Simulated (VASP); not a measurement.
# Ir (P6_3/mmc) in VASP: a series of runs

Runs on Ir. Level: PBE. Tasks: single point, relaxation of cell and atoms.

All numbers are computed with VASP 6.6.1; they aren't measurements. Logs are shortened: lines on timing, memory, paths and dates and some standing lists are left out, and cuts for length are marked.

### 1 The cell of the first run

The structure is hexagonal, space group P6_3/mmc (No. 194). Conventional cell: a = 2.690 Å, b = 2.690 Å, c = 4.351 Å, α = 90.00°, β = 90.00°, γ = 120.00°. Within 3.5 Å of Ir (site symmetry -6m2) lie 12 Ir at 2.67 to 2.69 Å.

This isn't the form of Ir at room conditions, which is fcc.

### 2 Single point, PBE

INCAR reads:

```
PREC     = Accurate       # precision mode
ENCUT    = 500            # plane-wave cutoff, eV
EDIFF    = 1E-6           # SCF threshold, eV
ISMEAR   = 0              # smearing method
SIGMA    = 0.1            # smearing width, eV
LREAL    = F              # projectors in reciprocal space
LASPH    = T              # aspherical terms in the spheres
NELM     = 120            # most SCF steps
ALGO     = Normal         # electronic algorithm
ISIF     = 2              # what is computed and relaxed
LWAVE    = F              # write WAVECAR
LCHARG   = F              # write CHGCAR
GGA      = PE             # functional
NBANDS   = 16             # bands
GGA_COMPAT= F
```

KPOINTS reads:

```
regular mesh
0
Gamma
  9 9 4
```

POSCAR reads:

```
Ir
1.0
    2.6898559690      0.0000000000      0.0000000000
   -1.3449279845      2.3294836017      0.0000000000
    0.0000000000      0.0000000000      4.3506818003
Ir
2
Direct
    0.6666666667      0.3333333333      0.2500035151
    0.3333333333      0.6666666667      0.7499964849
```

Potentials or basis: VASP PAW PBE potentials, release 64 (Ir).

On the command line:

```sh
$ cat potpaw_PBE.64/Ir/POTCAR > POTCAR
$ mpirun -np 1 vasp_std > vasp.out
```

OUTCAR:

```text
PREC = Accurate
   ENCUT = 500
   EDIFF = 1E-6
   ISMEAR = 0
   LREAL = F
   LASPH = T
   NELM = 120
   ISIF = 2
   GGA = PE

 ion  position               nearest neighbor table
   1  0.667  0.333  0.250-   2 2.67   2 2.67   2 2.67   2 2.67   2 2.67   2 2.67
   2  0.333  0.667  0.750-   1 2.67   1 2.67   1 2.67   1 2.67   1 2.67   1 2.67

  LATTYP: Found a hexagonal cell.
 ALAT       =     2.6898559690
 C/A-ratio  =     1.6174404319

  Lattice vectors:

 A1 = (   2.6898559690,   0.0000000000,   0.0000000000)
 A2 = (  -1.3449279845,   2.3294836017,   0.0000000000)
 A3 = (   0.0000000000,   0.0000000000,   4.3506818003)

Analysis of symmetry for initial positions (statically):
=====================================================================
 Subroutine PRICEL returns:
 Original cell was already a primitive cell.

 Routine SETGRP: Setting up the symmetry group for a
 hexagonal supercell.

 Subroutine GETGRP returns: Found 12 space group operations
 (whereof 12 operations were pure point group operations)
 out of a pool of 24 trial point group operations.

The static configuration has the point symmetry D_3d.

Analysis of symmetry for dynamics (positions and initial velocities):
=====================================================================
 Subroutine PRICEL returns:
 Original cell was already a primitive cell.

 Routine SETGRP: Setting up the symmetry group for a
 hexagonal supercell.

 Subroutine GETGRP returns: Found 12 space group operations
 (whereof 12 operations were pure point group operations)
 out of a pool of 24 trial point group operations.

The dynamic configuration has the point symmetry D_3d.

 Subroutine INISYM returns: Found 12 space group operations
 (whereof 12 operations are pure point group operations),
 and found     1 'primitive' translations

----------------------------------------------------------------------------------------

                                     Primitive cell

  volume of cell :      27.2613

  direct lattice vectors                    reciprocal lattice vectors
     2.689855969  0.000000000  0.000000000     0.371767117  0.214639845  0.000000000
    -1.344927984  2.329483602  0.000000000     0.000000000  0.429279691  0.000000000
     0.000000000  0.000000000  4.350681800     0.000000000  0.000000000  0.229849032

  length of vectors
[... 79 lines left out ...]
   LASPH  =      T    aspherical Exc in radial PAW
   ENCUT  =  500.0 eV  36.75 Ry    6.06 a.u.   4.90  4.90  7.93*2*pi/ulx,y,z
   NELM   =    120;   NELMIN=  2; NELMDL= -5     # of ELM steps
   EDIFF  = 0.1E-05   stopping-criterion for ELM
   LREAL  =      F    real-space projection
   EDIFFG = 0.1E-04   stopping-criterion for IOM
   NSW    =      0    number of steps for IOM
   IBRION =     -1    ionic relax: 0-MD 1-quasi-New 2-CG
   NFREE  =      0    steps in history (QN), initial steepest desc. (CG)
   ISIF   =      2    stress and relaxation
   ISYM   =      2    0-nonsym 1-usesym 2-fastsym
   POTIM  = 0.5000    time-step for ionic-motion
   TEBEG  =    0.0;   TEEND  =   0.0 temperature during run
   PSTRESS=    0.0 pullay stress
   NELECT =      18.0000    total number of electrons
   NUPDOWN=      -1.0000    fix difference up-down
   EMIN   =  10.00;   EMAX   =-10.00  energy-range for DOS
   EFERMI =   0.00;   METHOD = LEGACY
   ISMEAR =     0;   SIGMA  =   0.10  broadening in eV -4-tet -1-fermi 0-gaus
   EFERMI_NEDOS =   21; number of points for ismear=-14 and -15
   IALGO  =     38    algorithm
   IMIX   =      4    mixing-type and parameters
     AMIX     =   0.40;   BMIX     =  1.00
     AMIX_MAG =   1.60;   BMIX_MAG =  1.00
  volume/ion in A,a.u.               =      13.63        91.98
  Fermi-wavevector in a.u.,A,eV,Ry     =   1.425554  2.693906 27.649816  2.032204
  Thomas-Fermi vector in A             =   2.545926
   LORBIT       =      0    0 simple, 1 ext, 2 COOP (PROOUT), +10 PAW based schemes
   GGA     = PE    functional components
   LHFCALC =     F    Hartree Fock is set to
   AEXX    =    0.0000 exact exchange contribution
   IVDW    =     0    specifies the selected vdW correction
   LEPSILON=     F    determine dielectric tensor
   LRPA    =     F    only Hartree local field effects (RPA)
 non-spin polarized calculation
 Gauss-broadening in eV      SIGMA  =   0.10
  energy-cutoff  :      500.00
  volume of cell :       27.26
 maximum number of plane-waves:       706
   NGX =  9   NGY =  9   NGZ = 15

 number of electron      17.9999999 magnetization

 Free energy of the ion-electron system (eV)
  ---------------------------------------------------
  ext. energy  EPLUGINS =         0.00000000
  ---------------------------------------------------
  free energy    TOTEN  =       -17.45310188 eV

  energy without entropy =      -17.44741135  energy(sigma->0) =      -17.45025661

 E-fermi :  11.1068     XC(G=0): -14.2100

 val. band max:       10.9995577332   @ k =   0.3333   0.1111   0.2500
 cond. band min:      11.1640369739   @ k =   0.3333   0.0000   0.5000
 fundamental gap:      0.1644792407
 Fermi energy:        11.1068449913

 k-point     1 :       0.0000    0.0000    0.0000
  band No.  band energies     occupation
      1      -0.4616      2.00000
      2       2.5915      2.00000
      3       7.0328      2.00000
      4       7.1038      2.00000
      5       7.1038      2.00000
      6       7.8155      2.00000
[... 433 lines left out ...]
      3       4.7512      2.00000
      4       5.8242      2.00000
      5       6.5287      2.00000
      6       7.5593      2.00000
[... 8 lines left out ...]
     15      25.8188      0.00000
     16      27.4078      0.00000

 [... further k-points ...]

------------------------ aborting loop because EDIFF is reached ----------------------------------------

  FORCE on cell =-STRESS in cart. coord.  units (eV):
  Direction    XX          YY          ZZ          XY          YZ          ZX
  --------------------------------------------------------------------------------------
  -------------------------------------------------------------------------------------
  Total        4.5037234      4.5037234      4.9020876      0.0000000      0.0000000      0.0000000
  in kB      264.6892394    264.6892394    288.1015824      0.0000000      0.0000000      0.0000000
  external PRESSURE =     272.4933537 kB  Pullay stress =       0.0000000 kB

 VOLUME and BASIS-vectors are now :
 -----------------------------------------------------------------------------
  energy-cutoff  :      500.00
  volume of cell :       27.26
      direct lattice vectors                 reciprocal lattice vectors
     2.689855969  0.000000000  0.000000000     0.371767117  0.214639845  0.000000000
    -1.344927984  2.329483602  0.000000000     0.000000000  0.429279691  0.000000000
     0.000000000  0.000000000  4.350681800     0.000000000  0.000000000  0.229849032

 POSITION                                       TOTAL-FORCE (eV/Angst)
 -----------------------------------------------------------------------------------
      1.34493      0.77649      1.08769         0.000000     -0.000000     -0.000693
     -0.00000      1.55299      3.26300        -0.000000      0.000000      0.000693
 -----------------------------------------------------------------------------------
    total drift:                               -0.000000      0.000000      0.000000

  FREE ENERGIE OF THE ION-ELECTRON SYSTEM (eV)
  ---------------------------------------------------
  free  energy   TOTEN  =       -17.4531018823 eV

  energy  without entropy=      -17.4474113461  energy(sigma->0) =      -17.45025661
```

stdout:

```text
POSCAR found type information on POSCAR Ir
 POSCAR found :  1 types and       2 ions
 scaLAPACK will be used
 LDA part: xc-table for (Slater+PW92), standard interpolation
 POSCAR, INCAR and KPOINTS ok, starting setup
 FFT: planning ... GRIDC
 FFT: planning ... GRID_SOFT
 FFT: planning ... GRID
 WAVECAR not read
 entering main loop
```

It took 6.7 s on 1 thread of Intel Xeon 6975P-C (Granite Rapids), shared host; peak memory 0.14 GiB.

Results:

- Free energy: -17.4531 eV
- Pressure: 27.2 GPa
- Band gap on the k mesh: zero (bands 9 and 10 overlap by 3.27 eV)

Caveat: the k points lie up to 0.36 Å⁻¹ apart, too coarse for converged energies and pressures of a metal; spin-orbit coupling is left out, which moves the levels of the heavy elements.

### 3 Single point, PBE

This run uses another cell than the first one, of 14.56 Å³/atom.

INCAR reads:

```
PREC = Accurate ; ENCUT = 500
EDIFF = 1E-6 ; ISMEAR = 0
SIGMA = 0.1 ; LREAL = False
LASPH = True ; NELM = 120
ALGO = Normal ; ISIF = 2
LWAVE = False ; LCHARG = False
GGA = PE ; NBANDS = 16
GGA_COMPAT = False
```

KPOINTS reads:

```
Automatic mesh
0
Gamma
  9 9 6
```

POSCAR reads:

```
Ir
1.0
    2.7475142663      0.0000000000      0.0000000000
   -1.3737571331      2.3794171519      0.0000000000
    0.0000000000      0.0000000000      4.4540811389
Ir
2
Direct
    0.6666666667      0.3333333333      0.2500000000
    0.3333333333      0.6666666667      0.7500000000
```

Potentials or basis: VASP PAW PBE potentials, release 64 (Ir).

On the command line:

```sh
$ cat potpaw_PBE.64/Ir/POTCAR > POTCAR
$ mpirun -np 1 vasp_std > vasp.out
```

OUTCAR:

```text
PREC = Accurate
   ENCUT = 500
   EDIFF = 1E-6
   ISMEAR = 0
   LREAL = False
   LASPH = True
   NELM = 120
   ISIF = 2
   GGA = PE

 ion  position               nearest neighbor table
   1  0.667  0.333  0.250-   2 2.73   2 2.73   2 2.73   2 2.73   2 2.73   2 2.73
   2  0.333  0.667  0.750-   1 2.73   1 2.73   1 2.73   1 2.73   1 2.73   1 2.73

  LATTYP: Found a hexagonal cell.
 ALAT       =     2.7475142663
 C/A-ratio  =     1.6211312143

  Lattice vectors:

[... 645 lines left out ...]

------------------------ aborting loop because EDIFF is reached ----------------------------------------

  FORCE on cell =-STRESS in cart. coord.  units (eV):
  Direction    XX          YY          ZZ          XY          YZ          ZX
  --------------------------------------------------------------------------------------
  -------------------------------------------------------------------------------------
  Total        0.0317168      0.0317168      0.0540839      0.0000000      0.0000000      0.0000000
  in kB        1.7451438      1.7451438      2.9758422      0.0000000      0.0000000      0.0000000
  external PRESSURE =       2.1553766 kB  Pullay stress =       0.0000000 kB

 VOLUME and BASIS-vectors are now :
 -----------------------------------------------------------------------------
  energy-cutoff  :      500.00
  volume of cell :       29.12
      direct lattice vectors                 reciprocal lattice vectors
     2.747514266  0.000000000  0.000000000     0.363965353  0.210135495  0.000000000
    -1.373757133  2.379417152  0.000000000     0.000000000  0.420270989  0.000000000
     0.000000000  0.000000000  4.454081139     0.000000000  0.000000000  0.224513198

 POSITION                                       TOTAL-FORCE (eV/Angst)
 -----------------------------------------------------------------------------------
      1.37376      0.79314      1.11352        -0.000000      0.000000      0.000000
     -0.00000      1.58628      3.34056         0.000000     -0.000000      0.000000
 -----------------------------------------------------------------------------------
    total drift:                               -0.000000      0.000000     -0.000000

  FREE ENERGIE OF THE ION-ELECTRON SYSTEM (eV)
  ---------------------------------------------------
  free  energy   TOTEN  =       -17.5724319600 eV

  energy  without entropy=      -17.5606292688  energy(sigma->0) =      -17.56653061
```

stdout:

```text
POSCAR found type information on POSCAR Ir
 POSCAR found :  1 types and       2 ions
 scaLAPACK will be used
 LDA part: xc-table for (Slater+PW92), standard interpolation
 POSCAR, INCAR and KPOINTS ok, starting setup
 FFT: planning ... GRIDC
 FFT: planning ... GRID_SOFT
 FFT: planning ... GRID
 WAVECAR not read
 entering main loop
```

Wall time 7.1 s (1 thread of Intel Xeon 6975P-C (Granite Rapids), shared host); peak memory 0.14 GiB.

Results:

```
Free energy            : -17.5724 eV
Pressure               : 0.2 GPa
Band gap on the k mesh : zero (bands 9 and 10 overlap by 2.95 eV)
```

Caveat: spin-orbit coupling is left out, which moves the levels of the heavy elements.

(Continued in part 2 of 2.)
